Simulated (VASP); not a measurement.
H, 4 atoms in the cell. The structure is hexagonal, space group P6_3/mmc (No. 194). The conventional cell has a = 3.791 Å, b = 3.791 Å, c = 4.975 Å, α = 90.00°, β = 90.00°, γ = 120.00°. H (site symmetry 3m) has 1 H at 0.74 Å within 1.0 Å.  This cell differs from its parent crystal: volume scaled by 0.94.

| Property | Result |
| --- | --- |
| Program | VASP 6.6.1 |
| Task | relaxation of shape and atoms at fixed volume |
| Functional | PBE |
| Potentials or basis | VASP PAW PBE potentials, release 64 (H) |
| Cutoff | 600 eV |
| k mesh | 9 × 9 × 6 |
| Occupations | gaussian, width 0.02 eV |
| Spin | no spin polarisation |
| Dipole correction | no |
| Further INCAR settings | ALGO = Normal; EDIFF = 1e-07; IBRION = 2; EDIFFG = -0.01; NSW = 50; ISIF = 4 |

Potentials or basis: VASP PAW PBE potentials, release 64 (H).

Run with:

```bash
$ cat potpaw_PBE.64/H/POTCAR > POTCAR
$ mpirun -np 1 vasp_std > vasp.out
```

Hardware: 1 thread of Intel Xeon 8259CL, with other jobs on the host.

Question: Estimate the wall time of this run.

Answer: Run time: 54 s on 1 thread of Intel Xeon 8259CL, with other jobs on the host, peak memory 0.18 GiB. Counts: scf iterations 25, k points 48, ion steps 3.
